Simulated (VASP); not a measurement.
## Mg: relaxation of cell and atoms with PBEsol

The system is Mg.

```
CELL_PARAMETERS angstrom
-1.79216 1.79216 1.79216
1.79216 -1.79216 1.79216
1.79216 1.79216 -1.79216
ATOMIC_POSITIONS crystal
Mg 0.00000 0.00000 0.00000
```

This isn't the form of Mg at room conditions, which is hcp.

```
Program                : VASP 6.6.1
Task                   : relaxation of cell and atoms
Functional             : PBEsol
Potentials or basis    : VASP PAW PBE potentials, release 64 (Mg)
Cutoff                 : 600 eV
k mesh                 : 15 × 15 × 15
Occupations            : fermi-dirac, width 0.05 eV
Spin                   : no spin polarisation
Target pressure        : -0.86 GPa
Dipole correction      : no
Further INCAR settings : ALGO = Normal; EDIFF = 1e-06; IBRION = 2; EDIFFG = -0.005; NSW = 32; ISIF = 3
```

```yaml
Relaxed_volume: 23.00 Å³/atom
Relaxed_cell: a = 3.103 Å, b = 3.103 Å, c = 3.103 Å, α = 109.47°, β = 109.47°, γ = 109.47°
Space_group_after_relaxing_to_0.1_Å: Im-3m (No. 229)
Energy_change_on_relaxing_the_run_minimises_the_enthalpy: -0.2 meV/atom
Ionic_steps: 2
Pressure_after_relaxing: -0.9 GPa
Band_gap_on_the_k_mesh: zero (bands 1 and 2 overlap by 3.53 eV)
```

Step by step:
| step | energy change (eV) | largest force (eV/Å) | pressure (GPa) | volume (Å³) |
| --- | --- | --- | --- | --- |
| 1 | 0.0000 | 0.0000 | -0.92 | 23.02 |
| 2 | -0.0002 | 0.0000 | -0.88 | 23.00 |

Final structure:
```yaml
crystal:
  lattice:
    - [-1.79144, 1.79144, 1.79144]
    - [1.79144, -1.79144, 1.79144]
    - [1.79144, 1.79144, -1.79144]
  atoms:
    - { symbol: Mg, position: [0.00000, 0.00000, 0.00000] }
```

Levels at points of the mesh, in eV from the Fermi level:
| k point | band 1 | band 2 | band 3 | band 4 |
| --- | --- | --- | --- | --- |
| (0.00, 0.00, 0.00) | -6.90 | 13.02 | 13.02 | 13.02 |

Run time: 14 s on 1 thread of Intel(R) Xeon(R) Platinum 8259CL CPU @ 2.50GHz (Skylake/Cascade Lake), with other jobs on the host, peak memory 0.17 GiB.

Caveat: the cell is relaxed towards a set pressure, so the run minimises the enthalpy, not the energy; the PAW data sets were made with another functional, which shifts forces and pressure a little.
